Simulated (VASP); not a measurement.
# ScGaCl6 (R-3) in VASP: single point with PBEsol

Aim: the single point of ScGaCl6 with PBEsol.

All numbers are computed with VASP 6.6.1; they aren't measurements. Logs are shortened: lines on timing, memory, paths and dates and some standing lists are left out, and cuts for length are marked.

### Step 1. The cell of the first run

Symmetry: R-3, No. 148, trigonal system. Conventional cell: a = 11.637 Å, b = 11.637 Å, c = 6.094 Å, α = 90.00°, β = 90.00°, γ = 120.00°. Sc (site symmetry -3) has 6 Cl at 2.48 Å and 2 Ga at 3.05 Å within 3.3 Å. Within 3.1 Å of Ga (site symmetry -3) lie 6 Cl at 2.38 Å and 2 Sc at 3.05 Å. Cl (site symmetry 1) has 1 Ga at 2.38 Å and 1 Sc at 2.48 Å within 3.1 Å.

### Step 2. Single point, PBEsol

File INCAR:

```
SYSTEM = ScGaCl6
PREC = Accurate ; ENCUT = 520
EDIFF = 1E-6 ; ISMEAR = -1
SIGMA = 0.03 ; LREAL = .FALSE.
LASPH = .TRUE. ; NELM = 80
ALGO = Normal ; ISIF = 2
LWAVE = .FALSE. ; LCHARG = .TRUE.
GGA = PS ; LELF = .TRUE.
LVHAR = .TRUE. ; NBANDS = 43
```

File KPOINTS:

```
Automatic mesh
0
G
  4 4 4
  0 0 0
```

File POSCAR:

```
ScGaCl6
1.0
    5.8182915466      3.3591921907      2.0313838599
   -5.8182915466      3.3591921907      2.0313838599
    0.0000000000     -6.7183843813      2.0313838599
Sc Ga Cl
1 1 6
Direct
    0.0000000000      0.0000000000      0.0000000000
    0.5000000000      0.5000000000      0.5000000000
    0.4285275784      0.2579237172      0.1041221253
    0.2579237172      0.1041221253      0.4285275784
    0.8958778747      0.5714724216      0.7420762828
    0.7420762828      0.8958778747      0.5714724216
    0.5714724216      0.7420762828      0.8958778747
    0.1041221253      0.4285275784      0.2579237172
```

Potentials or basis: VASP PAW PBE potentials, release 64 (Sc_sv, Ga_d, Cl).

Started as:

```console
$ cat potpaw_PBE.64/Sc_sv/POTCAR potpaw_PBE.64/Ga_d/POTCAR potpaw_PBE.64/Cl/POTCAR > POTCAR
$ mpirun -np 1 vasp_std > vasp.out
```

OUTCAR:

```text
SYSTEM = ScGaCl6
   PREC = Accurate
   ENCUT = 520
   EDIFF = 1E-6
   ISMEAR = -1
   LREAL = .FALSE.
   LASPH = .TRUE.
   NELM = 80
   ISIF = 2
   GGA = PS

 ion  position               nearest neighbor table
   1  0.000  0.000  0.000-   4 2.48   6 2.48   5 2.48   8 2.48   7 2.48   3 2.48   2 3.05   2 3.05

   2  0.500  0.500  0.500-   3 2.38   7 2.38   5 2.38   8 2.38   4 2.38   6 2.38   1 3.05   1 3.05

   3  0.429  0.258  0.104-   2 2.38   1 2.48
   4  0.258  0.104  0.429-   2 2.38   1 2.48
   5  0.896  0.571  0.742-   2 2.38   1 2.48
   6  0.742  0.896  0.571-   2 2.38   1 2.48
   7  0.571  0.742  0.896-   2 2.38   1 2.48
   8  0.104  0.429  0.258-   2 2.38   1 2.48

  LATTYP: Found a trigonal (rhomboedric) cell.
 ALAT       =     7.0187754688
 COS(alpha) =    -0.3743528752

  Lattice vectors:

 A1 = (   5.8182915466,   3.3591921907,   2.0313838599)
 A2 = (  -5.8182915466,   3.3591921907,   2.0313838599)
 A3 = (   0.0000000000,  -6.7183843813,   2.0313838599)

Analysis of symmetry for initial positions (statically):
=====================================================================
 Subroutine PRICEL returns:
 Original cell was already a primitive cell.

 Routine SETGRP: Setting up the symmetry group for a
 trigonal (rhombohedral) supercell.

 Subroutine GETGRP returns: Found  6 space group operations
 (whereof  6 operations were pure point group operations)
 out of a pool of 12 trial point group operations.

The static configuration has the point symmetry S_6 .

Analysis of symmetry for dynamics (positions and initial velocities):
=====================================================================
 Subroutine PRICEL returns:
 Original cell was already a primitive cell.

 Routine SETGRP: Setting up the symmetry group for a
 trigonal (rhombohedral) supercell.

 Subroutine GETGRP returns: Found  6 space group operations
 (whereof  6 operations were pure point group operations)
 out of a pool of 12 trial point group operations.

The dynamic configuration has the point symmetry S_6 .

 Subroutine INISYM returns: Found  6 space group operations
 (whereof  6 operations are pure point group operations),
 and found     1 'primitive' translations

----------------------------------------------------------------------------------------

                                     Primitive cell

  volume of cell :     238.2175

  direct lattice vectors                    reciprocal lattice vectors
[... 93 lines left out ...]
   NFREE  =      0    steps in history (QN), initial steepest desc. (CG)
   ISIF   =      2    stress and relaxation
   ISYM   =      2    0-nonsym 1-usesym 2-fastsym
   POTIM  = 0.5000    time-step for ionic-motion
   TEBEG  =    0.0;   TEEND  =   0.0 temperature during run
   PSTRESS=    0.0 pullay stress
   NELECT =      66.0000    total number of electrons
   NUPDOWN=      -1.0000    fix difference up-down
   EMIN   =  10.00;   EMAX   =-10.00  energy-range for DOS
   EFERMI =   0.00;   METHOD = LEGACY
   ISMEAR =    -1;   SIGMA  =   0.03  broadening in eV -4-tet -1-fermi 0-gaus
   EFERMI_NEDOS =   21; number of points for ismear=-14 and -15
   IALGO  =     38    algorithm
   IMIX   =      4    mixing-type and parameters
     AMIX     =   0.40;   BMIX     =  1.00
     AMIX_MAG =   1.60;   BMIX_MAG =  1.00
  volume/ion in A,a.u.               =      29.78       200.95
  Fermi-wavevector in a.u.,A,eV,Ry     =   1.067247  2.016804 15.497256  1.139016
  Thomas-Fermi vector in A             =   2.202857
   LORBIT       =      0    0 simple, 1 ext, 2 COOP (PROOUT), +10 PAW based schemes
   GGA     = PS    functional components
   LHFCALC =     F    Hartree Fock is set to
   AEXX    =    0.0000 exact exchange contribution
   IVDW    =     0    specifies the selected vdW correction
   LEPSILON=     F    determine dielectric tensor
   LRPA    =     F    only Hartree local field effects (RPA)
 non-spin polarized calculation
  energy-cutoff  :      520.00
  volume of cell :      238.22
 maximum number of plane-waves:      6469
 NGX is ok and might be reduce to    54
   NGX = 27   NGY = 27   NGZ = 27

 number of electron      66.0000013 magnetization

 Free energy of the ion-electron system (eV)
  ---------------------------------------------------
  ext. energy  EPLUGINS =         0.00000000
  ---------------------------------------------------
  free energy    TOTEN  =       -34.27422608 eV

  energy without entropy =      -34.27422608  energy(sigma->0) =      -34.27422608

 E-fermi :  -0.5625     XC(G=0):  -7.6264

 val. band max:       -1.2392580251   @ k =   0.2500   0.2500   0.2500
 cond. band min:       2.0380669922   @ k =   0.0000   0.0000   0.0000
 fundamental gap:      3.2773250174
 Fermi energy:        -0.5625334147

 k-point     1 :       0.0000    0.0000    0.0000
  band No.  band energies     occupation
      1     -49.3434      2.00000
      2     -28.1389      2.00000
      3     -28.0431      2.00000
      4     -28.0431      2.00000
      5     -15.4314      2.00000
      6     -15.2654      2.00000
[... 633 lines left out ...]
     42       7.4647      0.00000
     43       7.4762      0.00000

------------------------ aborting loop because EDIFF is reached ----------------------------------------

  FORCE on cell =-STRESS in cart. coord.  units (eV):
  Direction    XX          YY          ZZ          XY          YZ          ZX
  --------------------------------------------------------------------------------------
  -------------------------------------------------------------------------------------
  Total        0.1166279      0.1166279      0.0741674      0.0000000      0.0000000      0.0000000
  in kB        0.7844033      0.7844033      0.4988272      0.0000000      0.0000000      0.0000000
  external PRESSURE =       0.6892113 kB  Pullay stress =       0.0000000 kB

 VOLUME and BASIS-vectors are now :
 -----------------------------------------------------------------------------
  energy-cutoff  :      520.00
  volume of cell :      238.22
      direct lattice vectors                 reciprocal lattice vectors
     5.818291547  3.359192191  2.031383860     0.085935879  0.049615103  0.164091750
    -5.818291547  3.359192191  2.031383860    -0.085935879  0.049615103  0.164091750
     0.000000000 -6.718384381  2.031383860     0.000000000 -0.099230206  0.164091750

 POSITION                                       TOTAL-FORCE (eV/Angst)
 -----------------------------------------------------------------------------------
      0.00000      0.00000      0.00000        -0.000000     -0.000000     -0.000000
      0.00000      0.00000      3.04708         0.000000     -0.000000      0.000000
      0.99262      1.60639      1.60596         0.010592      0.016674      0.014452
      0.89486     -1.66283      1.60596         0.009144     -0.017510      0.014452
      1.88749     -0.05644      4.48819         0.019736     -0.000836     -0.014452
     -0.89486      1.66283      4.48819        -0.009144      0.017510     -0.014452
     -0.99262     -1.60639      4.48819        -0.010592     -0.016674     -0.014452
     -1.88749      0.05644      1.60596        -0.019736      0.000836      0.014452
 -----------------------------------------------------------------------------------
    total drift:                               -0.000000      0.000000      0.000000

  FREE ENERGIE OF THE ION-ELECTRON SYSTEM (eV)
  ---------------------------------------------------
  free  energy   TOTEN  =       -34.2742260812 eV

  energy  without entropy=      -34.2742260812  energy(sigma->0) =      -34.27422608
```

OSZICAR:

```text
N       E                     dE             d eps       ncg     rms          rms(c)
DAV:   1     0.798382013064E+03    0.79838E+03   -0.27229E+04  1215   0.153E+03
DAV:   2     0.909087270567E+02   -0.70747E+03   -0.68642E+03  1444   0.443E+02
DAV:   3    -0.284524937270E+02   -0.11936E+03   -0.11487E+03  1592   0.162E+02
DAV:   4    -0.367262917004E+02   -0.82738E+01   -0.82304E+01  1760   0.513E+01
DAV:   5    -0.369276583968E+02   -0.20137E+00   -0.20103E+00  1608   0.729E+00    0.135E+01
DAV:   6    -0.344388035290E+02    0.24889E+01   -0.41282E+00  1856   0.243E+01    0.759E+00
DAV:   7    -0.342807827767E+02    0.15802E+00   -0.79646E-01  1872   0.695E+00    0.332E+00
DAV:   8    -0.342800322443E+02    0.75053E-03   -0.22728E-01  1656   0.433E+00    0.872E-01
DAV:   9    -0.342741409213E+02    0.58913E-02   -0.43724E-02  1624   0.308E+00    0.568E-01
DAV:  10    -0.342748632140E+02   -0.72229E-03   -0.10432E-02  1648   0.135E+00    0.328E-01
DAV:  11    -0.342741053187E+02    0.75790E-03   -0.43558E-03  1616   0.846E-01    0.632E-02
DAV:  12    -0.342741771049E+02   -0.71786E-04   -0.88765E-04  1816   0.168E-01    0.393E-02
DAV:  13    -0.342742045414E+02   -0.27436E-04   -0.52134E-05  1672   0.703E-02    0.124E-02
DAV:  14    -0.342742257682E+02   -0.21227E-04   -0.32172E-05  1346   0.435E-02    0.165E-02
DAV:  15    -0.342742260812E+02   -0.31305E-06   -0.90123E-06  1736   0.339E-02
   1 F= -.34274226E+02 E0= -.34274226E+02  d E =-.331740E-10
```

Run time: 7 min. Hardware: 1 thread of Oxide Virtual Turin-like, shared host; peak memory 0.43 GiB.

What came out:

```
Free energy            : -34.2742 eV
Pressure               : 0.1 GPa
Largest force          : 0.024 eV/Å
Band gap on the k mesh : 3.28 eV (least direct gap 3.29 eV)
```

Forces in eV/Å, atoms in the order of the input:
```
Sc   0.000  0.000  0.000
Ga   0.000  0.000  0.000
Cl   0.011  0.017  0.014
Cl   0.009 -0.018  0.014
Cl   0.020 -0.001 -0.014
Cl  -0.009  0.018 -0.014
Cl  -0.011 -0.017 -0.014
Cl  -0.020  0.001  0.014
```

Levels at points of the mesh, in eV from the valence-band top:
```tsv
k point	band 30	band 31	band 32	band 33	band 34	band 35	band 36	band 37
(0.00, 0.00, 0.00)	-0.42	-0.42	-0.38	-0.15	3.28	3.95	3.95	3.96
(0.50, 0.00, 0.00)	-0.51	-0.40	-0.40	-0.21	3.78	3.84	3.87	4.01
(0.50, 0.50, 0.00)	-0.73	-0.66	-0.43	-0.01	3.28	3.95	4.05	4.15
(0.50, 0.50, 0.50)	-0.55	-0.49	-0.49	-0.39	3.83	3.83	3.84	4.12
```

Caveat: the PAW data sets were made with another functional, which shifts forces and pressure a little. A k mesh can miss the band edges.
